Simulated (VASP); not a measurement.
# CsCdCl3 (P4/mmm) in VASP: further runs

CsCdCl3 is run at these levels: LDA; tasks: single point.

Everything below comes from runs of VASP 6.6.1. Logs are shortened: lines on timing, memory, paths and dates and some standing lists are left out, and cuts for length are marked.

### Step 1. The cell of the first run

Symmetry: P4/mmm, No. 123, tetragonal system. The conventional cell has a = 5.200 Å, b = 5.200 Å, c = 5.044 Å, α = 90.00°, β = 90.00°, γ = 90.00°. Cs (site symmetry 4/mmm) has 12 Cl at 3.62 to 3.68 Å and 8 Cd at 4.46 Å within 4.8 Å. Cd (site symmetry 4/mmm) has 6 Cl at 2.52 to 2.60 Å within 3.3 Å. Cl (site symmetry mmm) has 2 Cd at 2.60 Å within 3.4 Å. Within 3.3 Å of Cl (site symmetry 4/mmm) lie 2 Cd at 2.52 Å.

### Step 2. Single point, LDA (strain +0.000 along x and y, -0.030 along z)

Input file INCAR:

```
  PREC = Accurate
  ENCUT = 520
  EDIFF = 1E-6
  ISMEAR = 0
  SIGMA = 0.05
  LREAL = False
  LASPH = True
  NELM = 60
  ALGO = Normal
  ISIF = 2
  LWAVE = False
  LCHARG = True
  GGA = CA
  LELF = True
  LVHAR = True
  NBANDS = 29
```

Input file KPOINTS:

```
Automatic mesh
0
Gamma
  6 6 6
```

Input file POSCAR:

```
CsCdCl3
1.0
    5.2000000000      0.0000000000      0.0000000000
    0.0000000000      5.2000000000      0.0000000000
    0.0000000000      0.0000000000      5.0440000000
Cs Cd Cl
1 1 3
Direct
    0.0000000000      0.0000000000      0.0000000000
    0.5000000000      0.5000000000      0.5000000000
    0.0000000000      0.5000000000      0.5000000000
    0.5000000000      0.0000000000      0.5000000000
    0.5000000000      0.5000000000      0.0000000000
```

Potentials or basis: VASP PAW LDA potentials, release 64 (Cs_sv, Cd, Cl).

Launch:

```
> cat potpaw_LDA.64/Cs_sv/POTCAR potpaw_LDA.64/Cd/POTCAR potpaw_LDA.64/Cl/POTCAR > POTCAR
> mpirun -np 1 vasp_std > vasp.out
```

OUTCAR:

```text
PREC = Accurate
   ENCUT = 520
   EDIFF = 1E-6
   ISMEAR = 0
   LREAL = False
   LASPH = True
   NELM = 60
   ISIF = 2
   GGA = CA

 ion  position               nearest neighbor table
   1  0.000  0.000  0.000-
   2  0.500  0.500  0.500-   5 2.52   5 2.52   3 2.60   4 2.60   4 2.60   3 2.60
   3  0.000  0.500  0.500-   2 2.60   2 2.60
   4  0.500  0.000  0.500-   2 2.60   2 2.60
   5  0.500  0.500  0.000-   2 2.52   2 2.52

  LATTYP: Found a simple tetragonal cell.
 ALAT       =     5.2000000000
 C/A-ratio  =     0.9700000000

  Lattice vectors:

 A1 = (   5.2000000000,   0.0000000000,   0.0000000000)
 A2 = (   0.0000000000,   5.2000000000,   0.0000000000)
 A3 = (   0.0000000000,   0.0000000000,   5.0440000000)

Analysis of symmetry for initial positions (statically):
=====================================================================
 Subroutine PRICEL returns:
 Original cell was already a primitive cell.

 Routine SETGRP: Setting up the symmetry group for a
 simple tetragonal supercell.

 Subroutine GETGRP returns: Found 16 space group operations
 (whereof 16 operations were pure point group operations)
 out of a pool of 16 trial point group operations.

The static configuration has the point symmetry D_4h.

Analysis of symmetry for dynamics (positions and initial velocities):
=====================================================================
 Subroutine PRICEL returns:
 Original cell was already a primitive cell.

 Routine SETGRP: Setting up the symmetry group for a
 simple tetragonal supercell.

 Subroutine GETGRP returns: Found 16 space group operations
 (whereof 16 operations were pure point group operations)
 out of a pool of 16 trial point group operations.

The dynamic configuration has the point symmetry D_4h.

 Subroutine INISYM returns: Found 16 space group operations
 (whereof 16 operations are pure point group operations),
 and found     1 'primitive' translations

----------------------------------------------------------------------------------------

                                     Primitive cell

  volume of cell :     136.3898

  direct lattice vectors                    reciprocal lattice vectors
     5.200000000  0.000000000  0.000000000     0.192307692  0.000000000  0.000000000
     0.000000000  5.200000000  0.000000000     0.000000000  0.192307692  0.000000000
     0.000000000  0.000000000  5.044000000     0.000000000  0.000000000  0.198255353

  length of vectors
     5.200000000  5.200000000  5.044000000     0.192307692  0.192307692  0.198255353

  position of ions in fractional coordinates (direct lattice)
     0.000000000  0.000000000  0.000000000
     0.500000000  0.500000000  0.500000000
     0.000000000  0.500000000  0.500000000
     0.500000000  0.000000000  0.500000000
     0.500000000  0.500000000  0.000000000

  ion indices of the primitive-cell ions
   primitive index   ion index
                 1           1
                 2           2
                 3           3
                 4           4
                 5           5

----------------------------------------------------------------------------------------

 KPOINTS: Automatic mesh

Automatic generation of k-mesh.
 Grid dimensions read from file:
 generate k-points for:    6    6    6

 Generating k-lattice:

  Cartesian coordinates                     Fractional coordinates (reciprocal lattice)
     0.032051282  0.000000000  0.000000000     0.166666667  0.000000000  0.000000000
     0.000000000  0.032051282  0.000000000     0.000000000  0.166666667  0.000000000
     0.000000000  0.000000000  0.033042559     0.000000000  0.000000000  0.166666667

  Length of vectors
     0.032051282  0.032051282  0.033042559

  Shift w.r.t. Gamma in fractional coordinates (k-lattice)
     0.000000000  0.000000000  0.000000000

 Subroutine IBZKPT returns following result:
 ===========================================

 Found     40 irreducible k-points:

 Following reciprocal coordinates:
            Coordinates               Weight
  0.000000  0.000000  0.000000      1.000000
  0.166667  0.000000  0.000000      4.000000
  0.333333  0.000000  0.000000      4.000000
  0.500000  0.000000  0.000000      2.000000
  0.166667  0.166667  0.000000      4.000000
  0.333333  0.166667  0.000000      8.000000
[... 16 lines left out ...]
  0.333333  0.000000  0.333333      8.000000
  0.500000  0.000000  0.333333      4.000000
 [... further k-points ...]
   k-points           NKPTS =     40   k-points in BZ     NKDIM =     40   number of bands    NBANDS=     29
   number of dos      NEDOS =    301   number of ions     NIONS =      5
   total plane-waves  NPLWV =  64000
   dimension x,y,z NGX =    40 NGY =   40 NGZ =   40
   dimension x,y,z NGXF=    80 NGYF=   80 NGZF=   80
   ions per type =               1   1   3
   NGX,Y,Z   is equivalent  to a cutoff of  12.79, 12.79, 13.18 a.u.
   NGXF,Y,Z  is equivalent  to a cutoff of  25.58, 25.58, 26.37 a.u.
 SYSTEM =  unknown system
   PREC   = accura    normal or accurate (medium, high low for compatibility)
   ISTART =      0    job   : 0-new  1-cont  2-samecut
   ICHARG =      2    charge: 1-file 2-atom 10-const
   ISPIN  =      1    spin polarized calculation?
   LNONCOLLINEAR =      F non collinear calculations
   LSORBIT =      F    spin-orbit coupling
   LASPH  =      T    aspherical Exc in radial PAW
   ENCUT  =  520.0 eV  38.22 Ry    6.18 a.u.   9.67  9.67  9.38*2*pi/ulx,y,z
   NELM   =     60;   NELMIN=  2; NELMDL= -5     # of ELM steps
   EDIFF  = 0.1E-05   stopping-criterion for ELM
   LREAL  =      F    real-space projection
   EDIFFG = 0.1E-04   stopping-criterion for IOM
   NSW    =      0    number of steps for IOM
   IBRION =     -1    ionic relax: 0-MD 1-quasi-New 2-CG
   NFREE  =      0    steps in history (QN), initial steepest desc. (CG)
   ISIF   =      2    stress and relaxation
   ISYM   =      2    0-nonsym 1-usesym 2-fastsym
   POTIM  = 0.5000    time-step for ionic-motion
   TEBEG  =    0.0;   TEEND  =   0.0 temperature during run
   PSTRESS=    0.0 pullay stress
   NELECT =      42.0000    total number of electrons
   NUPDOWN=      -1.0000    fix difference up-down
   EMIN   =  10.00;   EMAX   =-10.00  energy-range for DOS
   EFERMI =   0.00;   METHOD = LEGACY
   ISMEAR =     0;   SIGMA  =   0.05  broadening in eV -4-tet -1-fermi 0-gaus
   EFERMI_NEDOS =   21; number of points for ismear=-14 and -15
   IALGO  =     38    algorithm
   IMIX   =      4    mixing-type and parameters
     AMIX     =   0.40;   BMIX     =  1.00
     AMIX_MAG =   1.60;   BMIX_MAG =  1.00
  volume/ion in A,a.u.               =      27.28       184.08
  Fermi-wavevector in a.u.,A,eV,Ry     =   1.105513  2.089117 16.628494  1.222160
  Thomas-Fermi vector in A             =   2.242001
   LORBIT       =      0    0 simple, 1 ext, 2 COOP (PROOUT), +10 PAW based schemes
   GGA     = CA    functional components
   LHFCALC =     F    Hartree Fock is set to
   AEXX    =    0.0000 exact exchange contribution
   IVDW    =     0    specifies the selected vdW correction
   LEPSILON=     F    determine dielectric tensor
   LRPA    =     F    only Hartree local field effects (RPA)
 non-spin polarized calculation
 Gauss-broadening in eV      SIGMA  =   0.05
  energy-cutoff  :      520.00
  volume of cell :      136.39
 maximum number of plane-waves:      3711
 NGX is ok and might be reduce to    40
   NGX = 19   NGY = 19   NGZ = 19

 number of electron      42.0000002 magnetization

 Free energy of the ion-electron system (eV)
  ---------------------------------------------------
  ext. energy  EPLUGINS =         0.00000000
  ---------------------------------------------------
  free energy    TOTEN  =       -16.82326350 eV

  energy without entropy =      -16.82326350  energy(sigma->0) =      -16.82326350

 E-fermi :   0.5345     XC(G=0):  -9.2766

 val. band max:        0.2589502091   @ k =   0.5000   0.5000   0.5000
 cond. band min:       1.7850039836   @ k =   0.0000   0.0000   0.0000
 fundamental gap:      1.5260537745
 Fermi energy:         0.5344570955

 k-point     1 :       0.0000    0.0000    0.0000
  band No.  band energies     occupation
      1     -18.7911      2.00000
      2     -13.5724      2.00000
      3     -12.9881      2.00000
      4     -12.8818      2.00000
      5      -6.4564      2.00000
      6      -6.4564      2.00000
[... 21 lines left out ...]
     28       7.3341      0.00000
     29      11.2535      0.00000

 k-point     2 :       0.1667    0.0000    0.0000
  band No.  band energies     occupation
      1     -18.7882      2.00000
      2     -13.5478      2.00000
      3     -12.9828      2.00000
      4     -12.8910      2.00000
      5      -6.4737      2.00000
      6      -6.4562      2.00000
[... 21 lines left out ...]
     28       7.6323      0.00000
     29      10.7452      0.00000

 k-point     3 :       0.3333    0.0000    0.0000
  band No.  band energies     occupation
      1     -18.7826      2.00000
      2     -13.4987      2.00000
      3     -12.9667      2.00000
      4     -12.9127      2.00000
      5      -6.7464      2.00000
      6      -6.5057      2.00000
[... 21 lines left out ...]
     28       8.3928      0.00000
     29       9.4891      0.00000

 k-point     4 :       0.5000    0.0000    0.0000
  band No.  band energies     occupation
      1     -18.7798      2.00000
      2     -13.4745      2.00000
      3     -12.9479      2.00000
      4     -12.9329      2.00000
      5      -6.9139      2.00000
      6      -6.5207      2.00000
[... 21 lines left out ...]
     28       8.7644      0.00000
     29       8.9930      0.00000

 k-point     5 :       0.1667    0.1667    0.0000
  band No.  band energies     occupation
      1     -18.7856      2.00000
      2     -13.5212      2.00000
      3     -12.9779      2.00000
      4     -12.8997      2.00000
      5      -6.4765      2.00000
      6      -6.4684      2.00000
[... 21 lines left out ...]
     28       7.7655      0.00000
     29      10.3582      0.00000
[... 510 lines left out ...]
     28       8.3702      0.00000
     29       9.8828      0.00000

 k-point    22 :       0.1667    0.0000    0.3333
  band No.  band energies     occupation
      1     -18.7782      2.00000
      2     -13.3612      2.00000
      3     -13.0663      2.00000
      4     -12.8837      2.00000
      5      -6.9185      2.00000
      6      -6.5335      2.00000
[... 21 lines left out ...]
     28       8.5559      0.00000
     29       9.5740      0.00000

 k-point    23 :       0.3333    0.0000    0.3333
  band No.  band energies     occupation
      1     -18.7737      2.00000
      2     -13.2989      2.00000
      3     -13.0395      2.00000
      4     -12.9118      2.00000
      5      -6.9806      2.00000
      6      -6.5796      2.00000
[... 21 lines left out ...]
     28       8.5703      0.00000
     29       8.6602      0.00000

 k-point    24 :       0.5000    0.0000    0.3333
  band No.  band energies     occupation
      1     -18.7715      2.00000
      2     -13.2702      2.00000
      3     -13.0040      2.00000
      4     -12.9443      2.00000
      5      -7.0472      2.00000
      6      -6.6670      2.00000
[... 21 lines left out ...]
     28       8.6777      0.00000
     29       8.8485      0.00000

 [... further k-points ...]
[... 5 lines left out ...]
  --------------------------------------------------------------------------------------
  -------------------------------------------------------------------------------------
  Total       -0.8663636     -0.8663636      0.4643766      0.0000000      0.0000000      0.0000000
  in kB      -10.1772171    -10.1772171      5.4550546      0.0000000      0.0000000      0.0000000
  external PRESSURE =      -4.9664599 kB  Pullay stress =       0.0000000 kB

 VOLUME and BASIS-vectors are now :
 -----------------------------------------------------------------------------
  energy-cutoff  :      520.00
  volume of cell :      136.39
      direct lattice vectors                 reciprocal lattice vectors
     5.200000000  0.000000000  0.000000000     0.192307692  0.000000000  0.000000000
     0.000000000  5.200000000  0.000000000     0.000000000  0.192307692  0.000000000
     0.000000000  0.000000000  5.044000000     0.000000000  0.000000000  0.198255353

 POSITION                                       TOTAL-FORCE (eV/Angst)
 -----------------------------------------------------------------------------------
      0.00000      0.00000      0.00000         0.000000      0.000000      0.000000
      2.60000      2.60000      2.52200         0.000000      0.000000      0.000000
      0.00000      2.60000      2.52200         0.000000      0.000000      0.000000
      2.60000      0.00000      2.52200         0.000000      0.000000      0.000000
      2.60000      2.60000      0.00000         0.000000      0.000000      0.000000
 -----------------------------------------------------------------------------------
    total drift:                                0.000000      0.000000     -0.000000

  FREE ENERGIE OF THE ION-ELECTRON SYSTEM (eV)
  ---------------------------------------------------
  free  energy   TOTEN  =       -16.8232635031 eV

  energy  without entropy=      -16.8232635031  energy(sigma->0) =      -16.82326350
```

Wall time 1.7 min (1 thread of Intel Xeon Platinum 8488C (Sapphire Rapids), shared host); peak memory 0.29 GiB.

Results:

- Free energy: -16.8233 eV
- Pressure: -0.5 GPa
- Band gap on the k mesh: 1.53 eV (least direct gap 2.25 eV)

Stress tensor (GPa, compression positive):
```
-1.02  0.00  0.00
 0.00 -1.02  0.00
 0.00  0.00  0.55
```

Levels at points of the mesh, in eV from the valence-band top:
```tsv
k point	band 18	band 19	band 20	band 21	band 22	band 23	band 24	band 25
(0.00, 0.00, 0.00)	-1.06	-0.73	-0.73	-0.73	1.53	5.50	5.65	5.77
(0.50, 0.00, 0.00)	-1.05	-1.04	-1.03	-1.03	4.23	6.82	7.03	7.63
(0.50, 0.50, 0.00)	-1.27	-1.27	-0.47	-0.14	6.03	6.99	6.99	7.51
(0.00, 0.00, 0.50)	-1.15	-1.15	-1.03	-1.03	4.58	6.93	7.28	7.55
(0.50, 0.00, 0.50)	-1.19	-1.18	-0.44	-0.04	6.29	6.87	7.20	7.57
(0.50, 0.50, 0.50)	-0.41	-0.41	-0.13	0.00	5.50	5.50	5.67	7.18
```

Caveat: the cell differs from its parent crystal (strain +0.000 along x and y, -0.030 along z); spin-orbit coupling is left out, which moves the levels of the heavy elements. A k mesh can miss the band edges.

### Step 3. Single point, LDA (strain -0.015 along x and y, +0.000 along z)

Input file INCAR:

```
ALGO     = Normal         # electronic algorithm
EDIFF    = 1E-6           # SCF threshold, eV
ENCUT    = 520            # plane-wave cutoff, eV
ISIF     = 2              # what is computed and relaxed
ISMEAR   = 0              # smearing method
LASPH    = True           # aspherical terms in the spheres
LCHARG   = False          # write CHGCAR
LREAL    = False          # projectors in reciprocal space
LWAVE    = False          # write WAVECAR
NBANDS   = 29             # bands
NELM     = 80             # most SCF steps
PREC     = Accurate       # precision mode
SIGMA    = 0.05           # smearing width, eV
```

Input file KPOINTS:

```
k-points
0
Gamma
  6 6 6
```

POSCAR: that of step 2 with these lines changed.

```diff
@@ -2,5 +2,5 @@
 1.0
-    5.2000000000      0.0000000000      0.0000000000
-    0.0000000000      5.2000000000      0.0000000000
-    0.0000000000      0.0000000000      5.0440000000
+    5.1220000000      0.0000000000      0.0000000000
+    0.0000000000      5.1220000000      0.0000000000
+    0.0000000000      0.0000000000      5.2000000000
 Cs Cd Cl
```

Potentials or basis: VASP PAW LDA potentials, release 64 (Cs_sv, Cd, Cl).

Launch:

```
> cat potpaw_LDA.64/Cs_sv/POTCAR potpaw_LDA.64/Cd/POTCAR potpaw_LDA.64/Cl/POTCAR > POTCAR
> mpirun -np 1 vasp_std > vasp.out
```

Run time: 95 s. Hardware: 1 thread of Intel Xeon Platinum 8488C (Sapphire Rapids), shared host; peak memory 0.29 GiB.

Results (log left out):

| Quantity | Value |
| --- | --- |
| Free energy | -16.8333 eV |
| Pressure | -0.6 GPa |
| Band gap on the k mesh | 1.55 eV (least direct gap 2.25 eV) |

Stress tensor (GPa, compression positive):
```
-0.31  0.00  0.00
 0.00 -0.31  0.00
 0.00  0.00 -1.04
```

Levels at points of the mesh, in eV from the valence-band top:
| k point | band 18 | band 19 | band 20 | band 21 | band 22 | band 23 | band 24 | band 25 |
| --- | --- | --- | --- | --- | --- | --- | --- | --- |
| (0.00, 0.00, 0.00) | -1.06 | -0.70 | -0.70 | -0.70 | 1.55 | 5.53 | 5.71 | 5.77 |
| (0.50, 0.00, 0.00) | -1.07 | -1.06 | -1.00 | -1.00 | 4.43 | 6.91 | 7.18 | 7.62 |
| (0.50, 0.50, 0.00) | -1.15 | -1.15 | -0.40 | -0.01 | 6.31 | 7.07 | 7.07 | 7.61 |
| (0.00, 0.00, 0.50) | -1.01 | -1.01 | -1.00 | -1.00 | 4.26 | 6.86 | 7.06 | 7.65 |
| (0.50, 0.00, 0.50) | -1.24 | -1.24 | -0.42 | -0.06 | 6.19 | 6.96 | 7.12 | 7.57 |
| (0.50, 0.50, 0.50) | -0.40 | -0.38 | -0.07 | 0.00 | 5.54 | 5.62 | 5.62 | 7.23 |

Caveat: the cell differs from its parent crystal (strain -0.015 along x and y, +0.000 along z); spin-orbit coupling is left out, which moves the levels of the heavy elements. A k mesh can miss the band edges.

(Continued in part 2 of 2.)
